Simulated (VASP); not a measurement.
# Te (Fd-3m) in VASP: further runs

Runs on Te. Level: PBE. Tasks: single point.

All numbers are computed with VASP 6.6.1; they aren't measurements. Logs are shortened: lines on timing, memory, paths and dates and some standing lists are left out, and cuts for length are marked.

## (1) The cell of the first run

The structure is cubic, space group Fd-3m (No. 227). Conventional cell: a = 7.185 Å, b = 7.185 Å, c = 7.185 Å, α = 90.00°, β = 90.00°, γ = 90.00°. Te (site symmetry -43m) has 4 Te at 3.11 Å within 4.1 Å.

## (2) Single point, PBE

File INCAR:

```
ALGO = Normal
EDIFF = 1E-6
ENCUT = 520
GGA = PE
ISIF = 2
ISMEAR = -1
LASPH = True
LCHARG = False
LREAL = False
LWAVE = False
NBANDS = 13
NELM = 80
PREC = Accurate
SIGMA = 0.05
```

File KPOINTS:

```
k-points
0
Gamma
  11 11 11
```

File POSCAR:

```
Te
1.0
    0.0000000000      3.5924843156      3.5924843156
    3.5924843156      0.0000000000      3.5924843156
    3.5924843156      3.5924843156      0.0000000000
Te
2
Direct
   -0.1250000000     -0.1250000000     -0.1250000000
    0.1250000000      0.1250000000      0.1250000000
```

Potentials or basis: VASP PAW PBE potentials, release 64 (Te).

The run is started by

```sh
cat potpaw_PBE.64/Te/POTCAR > POTCAR
mpirun -np 1 vasp_std > vasp.out
```

OUTCAR:

```text
EDIFF = 1E-6
   ENCUT = 520
   GGA = PE
   ISIF = 2
   ISMEAR = -1
   LASPH = True
   LREAL = False
   NELM = 80
   PREC = Accurate

 ion  position               nearest neighbor table
   1  0.875  0.875  0.875-   2 3.11   2 3.11   2 3.11   2 3.11
   2  0.125  0.125  0.125-   1 3.11   1 3.11   1 3.11   1 3.11

  LATTYP: Found a face centered cubic cell.
 ALAT       =     7.1849686312

  Lattice vectors:

 A1 = (   0.0000000000,   3.5924843156,   3.5924843156)
 A2 = (   3.5924843156,   0.0000000000,   3.5924843156)
 A3 = (   3.5924843156,   3.5924843156,   0.0000000000)

Analysis of symmetry for initial positions (statically):
=====================================================================
 Subroutine PRICEL returns:
 Original cell was already a primitive cell.

 Routine SETGRP: Setting up the symmetry group for a
 face centered cubic supercell.

 Subroutine GETGRP returns: Found 48 space group operations
 (whereof 12 operations were pure point group operations)
 out of a pool of 48 trial point group operations.

The static configuration has the point symmetry D_3d.
 The point group associated with its full space group is O_h .

Analysis of symmetry for dynamics (positions and initial velocities):
=====================================================================
 Subroutine PRICEL returns:
 Original cell was already a primitive cell.

 Routine SETGRP: Setting up the symmetry group for a
 face centered cubic supercell.

 Subroutine GETGRP returns: Found 48 space group operations
 (whereof 12 operations were pure point group operations)
 out of a pool of 48 trial point group operations.

The dynamic configuration has the point symmetry D_3d.
 The point group associated with its full space group is O_h .

 Subroutine INISYM returns: Found 48 space group operations
 (whereof 12 operations are pure point group operations),
 and found     1 'primitive' translations

----------------------------------------------------------------------------------------

                                     Primitive cell

  volume of cell :      92.7288

  direct lattice vectors                    reciprocal lattice vectors
     0.000000000  3.592484316  3.592484316    -0.139179452  0.139179452  0.139179452
     3.592484316  0.000000000  3.592484316     0.139179452 -0.139179452  0.139179452
     3.592484316  3.592484316  0.000000000     0.139179452  0.139179452 -0.139179452

  length of vectors
     5.080540042  5.080540042  5.080540042     0.241065883  0.241065883  0.241065883
[... 85 lines left out ...]
   IBRION =     -1    ionic relax: 0-MD 1-quasi-New 2-CG
   NFREE  =      0    steps in history (QN), initial steepest desc. (CG)
   ISIF   =      2    stress and relaxation
   ISYM   =      2    0-nonsym 1-usesym 2-fastsym
   POTIM  = 0.5000    time-step for ionic-motion
   TEBEG  =    0.0;   TEEND  =   0.0 temperature during run
   PSTRESS=    0.0 pullay stress
   NELECT =      12.0000    total number of electrons
   NUPDOWN=      -1.0000    fix difference up-down
   EMIN   =  10.00;   EMAX   =-10.00  energy-range for DOS
   EFERMI =   0.00;   METHOD = LEGACY
   ISMEAR =    -1;   SIGMA  =   0.05  broadening in eV -4-tet -1-fermi 0-gaus
   EFERMI_NEDOS =   21; number of points for ismear=-14 and -15
   IALGO  =     38    algorithm
   IMIX   =      4    mixing-type and parameters
     AMIX     =   0.40;   BMIX     =  1.00
     AMIX_MAG =   1.60;   BMIX_MAG =  1.00
  volume/ion in A,a.u.               =      46.36       312.88
  Fermi-wavevector in a.u.,A,eV,Ry     =   0.828064  1.564813  9.329370  0.685689
  Thomas-Fermi vector in A             =   1.940375
   LORBIT       =      0    0 simple, 1 ext, 2 COOP (PROOUT), +10 PAW based schemes
   GGA     = PE    functional components
   LHFCALC =     F    Hartree Fock is set to
   AEXX    =    0.0000 exact exchange contribution
   IVDW    =     0    specifies the selected vdW correction
   LEPSILON=     F    determine dielectric tensor
   LRPA    =     F    only Hartree local field effects (RPA)
 non-spin polarized calculation
  energy-cutoff  :      520.00
  volume of cell :       92.73
 maximum number of plane-waves:      2528
 NGX is ok and might be reduce to    40
   NGX = 19   NGY = 19   NGZ = 19

 number of electron      12.0000000 magnetization

 Free energy of the ion-electron system (eV)
  ---------------------------------------------------
  ext. energy  EPLUGINS =         0.00000000
  ---------------------------------------------------
  free energy    TOTEN  =        -5.45693594 eV

  energy without entropy =       -5.43991204  energy(sigma->0) =       -5.44842399

 E-fermi :   3.2350     XC(G=0):  -7.5435

 val. band max:        3.2246086030   @ k =  -0.2727   0.0909   0.0000
 cond. band min:       3.2452899209   @ k =  -0.2727   0.1818   0.0000
 fundamental gap:      0.0206813179
 Fermi energy:         3.2350245132

 k-point     1 :       0.0000    0.0000    0.0000
  band No.  band energies     occupation
      1      -9.6581      2.00000
      2      -5.4622      2.00000
      3       0.2842      2.00000
      4       0.2842      2.00000
      5       0.2842      2.00000
      6       2.5781      2.00000
      7       2.5781      2.00000
      8       2.5781      2.00000
      9       6.9481      0.00000
     10       9.2069      0.00000
     11       9.2069      0.00000
     12      10.7011      0.00000
     13      10.7011      0.00000
[... 354 lines left out ...]
  band No.  band energies     occupation
      1      -9.2181      2.00000
      2      -6.4191      2.00000
      3      -0.6585      2.00000
      4      -0.0580      2.00000
      5       0.6047      2.00000
      6       3.0322      1.96596
      7       3.1497      1.69261
      8       3.8410      0.00001
      9       8.3030      0.00000
     10       8.4514      0.00000
     11       8.9627      0.00000
     12      11.1546      0.00000
     13      11.5154      0.00000

 [... further k-points ...]
[... 5 lines left out ...]
  --------------------------------------------------------------------------------------
  -------------------------------------------------------------------------------------
  Total       -0.0110929     -0.0110929     -0.0110929     -0.0000000     -0.0000000      0.0000000
  in kB       -0.1916642     -0.1916642     -0.1916642     -0.0000000     -0.0000000      0.0000000
  external PRESSURE =      -0.1916642 kB  Pullay stress =       0.0000000 kB

 VOLUME and BASIS-vectors are now :
 -----------------------------------------------------------------------------
  energy-cutoff  :      520.00
  volume of cell :       92.73
      direct lattice vectors                 reciprocal lattice vectors
     0.000000000  3.592484316  3.592484316    -0.139179452  0.139179452  0.139179452
     3.592484316  0.000000000  3.592484316     0.139179452 -0.139179452  0.139179452
     3.592484316  3.592484316  0.000000000     0.139179452  0.139179452 -0.139179452

 POSITION                                       TOTAL-FORCE (eV/Angst)
 -----------------------------------------------------------------------------------
      6.28685      6.28685      6.28685        -0.000000     -0.000000     -0.000000
      0.89812      0.89812      0.89812         0.000000      0.000000      0.000000
 -----------------------------------------------------------------------------------
    total drift:                                0.000000      0.000000     -0.000000

  FREE ENERGIE OF THE ION-ELECTRON SYSTEM (eV)
  ---------------------------------------------------
  free  energy   TOTEN  =        -5.4569359445 eV

  energy  without entropy=       -5.4399120385  energy(sigma->0) =       -5.44842399
```

Wall time 65 s (1 thread of Intel Xeon 6975P-C, shared host); peak memory 0.26 GiB.

What came out:

```
Free energy            : -5.4569 eV
Pressure               : 0.0 GPa
Band gap on the k mesh : zero (band 6 reaches 3.48 eV, above the bottom of band 7 at 2.58 eV)
```

Caveat: spin-orbit coupling is left out, which moves the levels of the heavy elements.

## (3) Single point, PBE

File INCAR:

```
SYSTEM = Te
PREC = Accurate ; ENCUT = 520
EDIFF = 1E-7 ; ISMEAR = -1
SIGMA = 0.05 ; LREAL = .False.
LASPH = .True. ; NELM = 100
ALGO = Normal ; ISIF = 2
LWAVE = .False. ; LCHARG = .True.
GGA = PE ; LELF = .True.
LVHAR = .True. ; NBANDS = 13
```

File KPOINTS:

```
regular mesh
0
Gamma
  11 11 11
  0 0 0
```

POSCAR is that of step 2.

Potentials or basis: VASP PAW PBE potentials, release 64 (Te).

The run is started by

```sh
cat potpaw_PBE.64/Te/POTCAR > POTCAR
mpirun -np 1 vasp_std > vasp.out
```

OUTCAR:

```text
SYSTEM = Te
   PREC = Accurate
   ENCUT = 520
   EDIFF = 1E-7
   ISMEAR = -1
   LREAL = .False.
   LASPH = .True.
   NELM = 100
   ISIF = 2
   GGA = PE

 ion  position               nearest neighbor table
   1  0.875  0.875  0.875-   2 3.11   2 3.11   2 3.11   2 3.11
   2  0.125  0.125  0.125-   1 3.11   1 3.11   1 3.11   1 3.11

  LATTYP: Found a face centered cubic cell.
 ALAT       =     7.1849686312

  Lattice vectors:

 A1 = (   0.0000000000,   3.5924843156,   3.5924843156)
 A2 = (   3.5924843156,   0.0000000000,   3.5924843156)
 A3 = (   3.5924843156,   3.5924843156,   0.0000000000)

Analysis of symmetry for initial positions (statically):
=====================================================================
 Subroutine PRICEL returns:
 Original cell was already a primitive cell.

 Routine SETGRP: Setting up the symmetry group for a
 face centered cubic supercell.

 Subroutine GETGRP returns: Found 48 space group operations
 (whereof 12 operations were pure point group operations)
 out of a pool of 48 trial point group operations.

The static configuration has the point symmetry D_3d.
[... 168 lines left out ...]
 Fermi energy:         3.2350435438

 k-point     1 :       0.0000    0.0000    0.0000
  band No.  band energies     occupation
      1      -9.6580      2.00000
      2      -5.4621      2.00000
      3       0.2842      2.00000
      4       0.2842      2.00000
      5       0.2842      2.00000
      6       2.5781      2.00000
      7       2.5781      2.00000
      8       2.5781      2.00000
      9       6.9481      0.00000
     10       9.2069      0.00000
     11       9.2069      0.00000
     12      10.7011      0.00000
     13      10.7011      0.00000
[... 354 lines left out ...]
  band No.  band energies     occupation
      1      -9.2180      2.00000
      2      -6.4191      2.00000
      3      -0.6584      2.00000
      4      -0.0580      2.00000
      5       0.6047      2.00000
      6       3.0322      1.96596
      7       3.1497      1.69262
      8       3.8411      0.00001
      9       8.3030      0.00000
     10       8.4514      0.00000
     11       8.9627      0.00000
     12      11.1546      0.00000
     13      11.5154      0.00000

 [... further k-points ...]
[... 5 lines left out ...]
  --------------------------------------------------------------------------------------
  -------------------------------------------------------------------------------------
  Total       -0.0113159     -0.0113159     -0.0113159     -0.0000000     -0.0000000     -0.0000000
  in kB       -0.1955180     -0.1955180     -0.1955180     -0.0000000     -0.0000000     -0.0000000
  external PRESSURE =      -0.1955180 kB  Pullay stress =       0.0000000 kB

 VOLUME and BASIS-vectors are now :
 -----------------------------------------------------------------------------
  energy-cutoff  :      520.00
  volume of cell :       92.73
      direct lattice vectors                 reciprocal lattice vectors
     0.000000000  3.592484316  3.592484316    -0.139179452  0.139179452  0.139179452
     3.592484316  0.000000000  3.592484316     0.139179452 -0.139179452  0.139179452
     3.592484316  3.592484316  0.000000000     0.139179452  0.139179452 -0.139179452

 POSITION                                       TOTAL-FORCE (eV/Angst)
 -----------------------------------------------------------------------------------
      6.28685      6.28685      6.28685         0.000000      0.000000      0.000000
      0.89812      0.89812      0.89812        -0.000000     -0.000000     -0.000000
 -----------------------------------------------------------------------------------
    total drift:                                0.000000      0.000000     -0.000000

  FREE ENERGIE OF THE ION-ELECTRON SYSTEM (eV)
  ---------------------------------------------------
  free  energy   TOTEN  =        -5.4569359535 eV

  energy  without entropy=       -5.4399120251  energy(sigma->0) =       -5.44842399
```

OSZICAR:

```text
N       E                     dE             d eps       ncg     rms          rms(c)
DAV:   1     0.451571103628E+02    0.45157E+02   -0.41932E+03  1456   0.710E+02
DAV:   2    -0.241550198242E+01   -0.47573E+02   -0.45322E+02  2059   0.103E+02
DAV:   3    -0.539671318152E+01   -0.29812E+01   -0.29564E+01  1831   0.291E+01
DAV:   4    -0.545608458175E+01   -0.59371E-01   -0.59359E-01  1913   0.495E+00
DAV:   5    -0.545742976071E+01   -0.13452E-02   -0.13452E-02  1929   0.715E-01    0.107E+01
DAV:   6    -0.545693865571E+01    0.49111E-03   -0.21438E-03  1898   0.302E-01    0.651E+00
DAV:   7    -0.545685089118E+01    0.87765E-04   -0.41437E-03  1661   0.421E-01    0.107E-01
DAV:   8    -0.545691280515E+01   -0.61914E-04   -0.10391E-04  2017   0.644E-02    0.738E-02
DAV:   9    -0.545693364146E+01   -0.20836E-04   -0.24834E-05  1661   0.316E-02    0.257E-02
DAV:  10    -0.545693476935E+01   -0.11279E-05   -0.62817E-07  1781   0.485E-03    0.549E-03
DAV:  11    -0.545693583109E+01   -0.10617E-05   -0.16099E-06  1586   0.633E-03    0.112E-03
DAV:  12    -0.545693594558E+01   -0.11449E-06   -0.21270E-08  1423   0.928E-04    0.156E-03
DAV:  13    -0.545693595354E+01   -0.79639E-08   -0.48141E-09   968   0.493E-04
   1 F= -.54569360E+01 E0= -.54484240E+01  d E =-.170239E-01
```

Run time: 72 s. Hardware: 1 thread of Intel Xeon 6975P-C, shared host; peak memory 0.26 GiB.

Results:

```
Free energy            : -5.4569 eV
Pressure               : 0.0 GPa
Band gap on the k mesh : zero (band 6 reaches 3.48 eV, above the bottom of band 7 at 2.58 eV)
```

Levels at points of the mesh, in eV from the Fermi level:
| k point | band 3 | band 4 | band 5 | band 6 | band 7 | band 8 | band 9 | band 10 |
| --- | --- | --- | --- | --- | --- | --- | --- | --- |
| (0.00, 0.00, 0.00) | -2.95 | -2.95 | -2.95 | -0.66 | -0.66 | -0.66 | 3.71 | 5.97 |

Caveat: spin-orbit coupling is left out, which moves the levels of the heavy elements.
